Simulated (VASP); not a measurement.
# MgCdS2 (P4/mmm) in VASP: a series of runs, part 2 of 2

VASP 6.6.1. Earlier steps stand in the parts before.

## Step 3: Single point, LDA

This run uses another cell than the first one, of 19.13 Å³/atom.

INCAR

```
SYSTEM = MgCdS2
ALGO = Normal
EDIFF = 1E-6
ENCUT = 520
GGA = CA
ISIF = 2
ISMEAR = -1
LASPH = .True.
LCHARG = .True.
LELF = .True.
LREAL = .False.
LVHAR = .True.
LWAVE = .False.
NBANDS = 21
NELM = 100
PREC = Accurate
SIGMA = 0.1
```

KPOINTS

```
k-points
0
Gamma
  6 6 4
  0 0 0
```

POSCAR

```
MgCdS2
1.0
    3.7821203575      0.0000000000      0.0000000000
    0.0000000000      3.7821203575      0.0000000000
    0.0000000000      0.0000000000      5.3495572464
Mg Cd S
1 1 2
Direct
    0.5000000000      0.5000000000      0.5000000000
    0.0000000000      0.0000000000      0.0000000000
    0.0000000000      0.0000000000      0.5000000000
    0.5000000000      0.5000000000      0.0000000000
```

Potentials or basis: VASP PAW LDA potentials, release 64 (Mg, Cd, S).

Started as:

```sh
$ cat potpaw_LDA.64/Mg/POTCAR potpaw_LDA.64/Cd/POTCAR potpaw_LDA.64/S/POTCAR > POTCAR
$ mpirun -np 1 vasp_std > vasp.out
```

OUTCAR:

```text
SYSTEM = MgCdS2
   EDIFF = 1E-6
   ENCUT = 520
   GGA = CA
   ISIF = 2
   ISMEAR = -1
   LASPH = .True.
   LREAL = .False.
   NELM = 100
   PREC = Accurate

 ion  position               nearest neighbor table
   1  0.500  0.500  0.500-   3 2.67   3 2.67   3 2.67   3 2.67   4 2.67   4 2.67
   2  0.000  0.000  0.000-   4 2.67   4 2.67   4 2.67   4 2.67   3 2.67   3 2.67
   3  0.000  0.000  0.500-   1 2.67   1 2.67   1 2.67   1 2.67   2 2.67   2 2.67
   4  0.500  0.500  0.000-   2 2.67   2 2.67   2 2.67   2 2.67   1 2.67   1 2.67

[... 776 lines left out ...]
  --------------------------------------------------------------------------------------
  -------------------------------------------------------------------------------------
  Total       -2.0123115     -2.0123115     -2.0782345      0.0000000      0.0000000      0.0000000
  in kB      -42.1325033    -42.1325033    -43.5127565      0.0000000      0.0000000      0.0000000
  external PRESSURE =     -42.5925877 kB  Pullay stress =       0.0000000 kB

 VOLUME and BASIS-vectors are now :
 -----------------------------------------------------------------------------
  energy-cutoff  :      520.00
  volume of cell :       76.52
      direct lattice vectors                 reciprocal lattice vectors
     3.782120358  0.000000000  0.000000000     0.264401951  0.000000000  0.000000000
     0.000000000  3.782120358  0.000000000     0.000000000  0.264401951  0.000000000
     0.000000000  0.000000000  5.349557246     0.000000000  0.000000000  0.186931358

 POSITION                                       TOTAL-FORCE (eV/Angst)
 -----------------------------------------------------------------------------------
      1.89106      1.89106      2.67478         0.000000      0.000000      0.000000
      0.00000      0.00000      0.00000         0.000000      0.000000      0.000000
      0.00000      0.00000      2.67478         0.000000      0.000000      0.000000
      1.89106      1.89106      0.00000         0.000000      0.000000      0.000000
 -----------------------------------------------------------------------------------
    total drift:                               -0.000000      0.000000     -0.000000

  FREE ENERGIE OF THE ION-ELECTRON SYSTEM (eV)
  ---------------------------------------------------
  free  energy   TOTEN  =       -16.7647845298 eV

  energy  without entropy=      -16.7580559057  energy(sigma->0) =      -16.76142022
```

Run time: 47 s. Hardware: 1 thread of AMD EPYC 7R13, shared host; peak memory 0.16 GiB.

What came out:

```yaml
Free_energy: -16.7648 eV
Pressure: -4.3 GPa
Band_gap_on_the_k_mesh: zero (bands 13 and 14 overlap by 0.03 eV)
```

Levels at points of the mesh, in eV from the Fermi level:
```tsv
k point	band 9	band 10	band 11	band 12	band 13	band 14	band 15	band 16	band 17	band 18
(0.00, 0.00, 0.00)	-2.55	-2.55	-0.99	-0.99	-0.99	0.22	1.83	4.36	7.89	7.89
(0.50, 0.00, 0.00)	-4.36	-3.20	-2.62	-1.46	-0.33	4.23	4.29	5.54	5.86	6.43
(0.50, 0.50, 0.00)	-4.87	-2.63	-2.53	-2.53	-2.45	-0.24	1.52	4.56	4.56	10.01
(0.00, 0.00, 0.50)	-3.03	-1.98	-1.98	-1.61	-1.61	2.93	3.53	4.77	6.45	6.61
(0.50, 0.00, 0.50)	-4.92	-1.36	-1.27	-0.29	-0.20	3.15	3.25	5.48	5.60	5.63
(0.50, 0.50, 0.50)	-4.08	-3.58	-3.58	-3.42	-3.11	3.31	3.87	6.43	6.67	6.67
```

Caveat: the cell stands under tension; semilocal functionals underestimate gaps, so a narrow gap can read as zero.

## Step 4: Single point, LDA

This run uses another cell than the first one, of 19.72 Å³/atom.

INCAR

```
SYSTEM = MgCdS2
PREC = Accurate
ENCUT = 520
EDIFF = 1E-6
ISMEAR = -1
SIGMA = 0.1
LREAL = .FALSE.
LASPH = .TRUE.
NELM = 80
ALGO = Normal
ISIF = 2
LWAVE = .FALSE.
LCHARG = .FALSE.
NBANDS = 21
```

KPOINTS

```
regular mesh
0
G
  6 6 4
  0 0 0
```

POSCAR

```
MgCdS2
1.0
    3.8203261793      0.0000000000      0.0000000000
    0.0000000000      3.8203261793      0.0000000000
    0.0000000000      0.0000000000      5.4035968358
Mg Cd S
1 1 2
Direct
    0.5000000000      0.5000000000      0.5000000000
    0.0000000000      0.0000000000      0.0000000000
    0.0000000000      0.0000000000      0.5000000000
    0.5000000000      0.5000000000      0.0000000000
```

Started as:

```sh
$ cat potpaw_LDA.64/Mg/POTCAR potpaw_LDA.64/Cd/POTCAR potpaw_LDA.64/S/POTCAR > POTCAR
$ mpirun -np 1 vasp_std > vasp.out
```

Run time: 46 s. Hardware: 1 thread of AMD EPYC 7R13, shared host; peak memory 0.16 GiB.

It converged, with:

```yaml
Free_energy: -16.6880 eV
Pressure: -6.2 GPa
Band_gap_on_the_k_mesh: zero (bands 13 and 14 overlap by 0.02 eV)
```

Stress tensor (GPa, compression positive):
```
-6.19  0.00  0.00
 0.00 -6.19  0.00
 0.00  0.00 -6.34
```

Levels at points of the mesh, in eV from the Fermi level:
```tsv
k point	band 9	band 10	band 11	band 12	band 13	band 14	band 15	band 16	band 17	band 18
(0.00, 0.00, 0.00)	-2.42	-2.42	-0.93	-0.93	-0.93	0.18	1.72	4.46	7.92	7.92
(0.50, 0.00, 0.00)	-4.21	-3.04	-2.52	-1.37	-0.33	4.25	4.25	5.38	5.70	6.40
(0.50, 0.50, 0.00)	-4.66	-2.50	-2.41	-2.41	-2.34	-0.23	1.51	4.65	4.65	9.79
(0.00, 0.00, 0.50)	-3.00	-1.87	-1.87	-1.54	-1.54	2.84	3.46	4.88	6.33	6.50
(0.50, 0.00, 0.50)	-4.77	-1.29	-1.20	-0.29	-0.21	3.17	3.27	5.50	5.61	5.65
(0.50, 0.50, 0.50)	-3.89	-3.43	-3.43	-3.30	-2.98	3.21	3.80	6.36	6.61	6.68
```

Caveat: the cell stands under tension; semilocal functionals underestimate gaps, so a narrow gap can read as zero.

## Step 5: Summary

```tsv
cell	gap on the mesh (eV)	pressure (GPa)
a = 3.743, b = 3.743, c = 5.294 Å, 4 atoms	none	-1.9
a = 3.782, b = 3.782, c = 5.350 Å, 4 atoms	none	-4.3
a = 3.820, b = 3.820, c = 5.404 Å, 4 atoms	none	-6.2
```

Alike in all rows: task single point; level LDA; potentials or basis VASP PAW LDA potentials, release 64 (Mg, Cd, S); no spin polarisation; k mesh 6 × 6 × 4; cutoff (eV) 520; smearing fermi-dirac 0.1 eV.

Caveats: semilocal functionals underestimate gaps, so a narrow gap can read as zero; the cell stands under tension (at least some runs).

Absolute energies hang on the potentials; compare differences alone.
